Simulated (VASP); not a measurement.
Input of a VASP 6.6.1 run:

Contents of INCAR:

```
PREC = Accurate
ENCUT = 520
EDIFF = 1E-6
ISMEAR = 0
SIGMA = 0.1
LREAL = F
LASPH = T
NELM = 150
ALGO = Normal
ISIF = 2
LWAVE = F
LCHARG = T
ISPIN = 2
MAGMOM = 1.8 1.8
LORBIT = 11
LMAXMIX = 4
GGA = PS
LELF = T
LVHAR = T
NBANDS = 20
```

The input KPOINTS:

```
Automatic mesh
0
Gamma
  15 15 9
```

POSCAR

```
Co
1.0
    2.4564222948      0.0000000000      0.0000000000
   -1.2282111474      2.1273241097      0.0000000000
    0.0000000000      0.0000000000      3.9694135996
Co
2
Direct
    0.3333333333      0.6666666667      0.2500000000
    0.6666666667      0.3333333333      0.7500000000
```

Potentials or basis: VASP PAW PBE potentials, release 64 (Co).

The run is started by

```sh
$ cat potpaw_PBE.64/Co/POTCAR > POTCAR
$ mpirun -np 1 vasp_std > vasp.out
```

(1) What does it give for the site moments?

(2) What does it give for the net moment?

Answers

(1) Co +1.59 μB.

(2) 3.17 μB per cell.
